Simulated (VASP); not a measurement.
Input of a VASP 6.6.1 run:

File INCAR:

```
SYSTEM = AgCl
PREC = Accurate
ENCUT = 520
EDIFF = 1E-7
ISMEAR = -1
SIGMA = 0.01
LREAL = .False.
LASPH = .True.
NELM = 80
ALGO = Normal
ISIF = 2
LWAVE = .False.
LCHARG = .False.
GGA = PE
NBANDS = 16
```

The input KPOINTS:

```
Automatic mesh
0
Gamma
  9 9 9
  0 0 0
```

The input POSCAR:

```
AgCl
1.0
    3.4453816320      0.0000000000      0.0000000000
    0.0000000000      3.4453816320      0.0000000000
    0.0000000000      0.0000000000      3.4453816320
Ag Cl
1 1
Direct
    0.0000000000      0.0000000000      0.0000000000
    0.5000000000      0.5000000000      0.5000000000
```

Potentials or basis: VASP PAW PBE potentials, release 64 (Ag, Cl).

Run with:

```bash
$ cat potpaw_PBE.64/Ag/POTCAR potpaw_PBE.64/Cl/POTCAR > POTCAR
$ mpirun -np 1 vasp_std > vasp.out
```

Problem. What does it give for the pressure?

Solution. -0.7 GPa.

Problem. What does it give for the band gap on the k mesh?

Solution. 0.60 eV, indirect (least direct gap 2.04 eV).

 A k mesh can miss the band edges.
